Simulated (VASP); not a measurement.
AgOsC4N4: single point with PBE

Crystal: AgOsC4N4.

```
Ag Os C N
1.0
     6.06616    0.00000    0.00000
     0.00000    6.06616    0.00000
     0.00000    0.00000    6.06616
Ag Os C N
1 1 4 4
Direct
  0.00000 0.00000 0.00000
  0.50000 0.50000 0.50000
  0.20428 0.20428 0.20428
  0.20428 0.79572 0.79572
  0.79572 0.20428 0.79572
  0.79572 0.79572 0.20428
  0.31723 0.31723 0.31723
  0.31723 0.68277 0.68277
  0.68277 0.31723 0.68277
  0.68277 0.68277 0.31723
```

```json
{
  "Program": "VASP 6.6.1",
  "Task": "single point",
  "Functional": "PBE",
  "Potentials or basis": "VASP PAW PBE potentials, release 64 (Ag, Os, C, N)",
  "Cutoff": "520 eV",
  "k mesh": "4 × 4 × 4",
  "Occupations": "gaussian, width 0.1 eV",
  "Spin": "collinear spin",
  "Starting moments": "[0.0, 1.0, 0.0, 0.0, 0.0, 0.0, 0.0, 0.0, 0.0, 0.0] μB"
}
```

The pressure is 0.7 GPa, the largest force is 0.230 eV/Å and the band gap on the k mesh is zero (filled and empty bands overlap). The net moment is 1.00 μB per cell and the site moments are Ag -0.00; Os +0.61; C +0.04; N -0.00 μB. The valence electrons inside the program's atomic spheres are Ag 9.95; Os 7.45; C 2.49; N 3.92.

Forces on the atoms (eV/Å):
```
Ag   0.000  0.000  0.000
Os   0.000  0.000  0.000
C   -0.133 -0.133 -0.133
C   -0.133  0.133  0.133
C    0.133 -0.133  0.133
C    0.133  0.133 -0.133
N    0.043  0.043  0.043
N    0.043 -0.043 -0.043
N   -0.043  0.043 -0.043
N   -0.043 -0.043  0.043
```

Levels at points of the mesh, in eV from the Fermi level:
Spin up:
```tsv
k point	band 25	band 26	band 27	band 28	band 29	band 30	band 31	band 32
(0.00, 0.00, 0.00)	-1.80	-1.38	-1.38	-0.21	-0.20	-0.20	4.13	4.13
(0.50, 0.00, 0.00)	-1.97	-1.47	-1.07	0.03	0.19	0.19	3.54	3.54
(0.50, 0.50, 0.00)	-1.96	-1.42	-1.12	0.00	0.19	0.19	3.45	3.45
(0.50, 0.50, 0.50)	-1.78	-1.25	-1.25	-0.10	-0.10	-0.10	4.08	4.08
```
Spin down:
| k point | band 25 | band 26 | band 27 | band 28 | band 29 | band 30 |
| --- | --- | --- | --- | --- | --- | --- |
| (0.00, 0.00, 0.00) | -1.78 | -1.20 | -1.20 | 0.21 | 0.21 | 0.21 |
| (0.50, 0.00, 0.00) | -1.90 | -1.27 | -0.94 | 0.46 | 0.58 | 0.58 |
| (0.50, 0.50, 0.00) | -1.90 | -1.22 | -0.98 | 0.43 | 0.60 | 0.60 |
| (0.50, 0.50, 0.50) | -1.76 | -1.07 | -1.07 | 0.33 | 0.33 | 0.34 |

Wall time 3.6 min on 1 thread of Intel(R) Xeon(R) Platinum 8259CL CPU @ 2.50GHz (Skylake/Cascade Lake) (shared host), peak memory 0.49 GiB.

Caveat: spin-orbit coupling is left out, which moves the levels of the heavy elements.
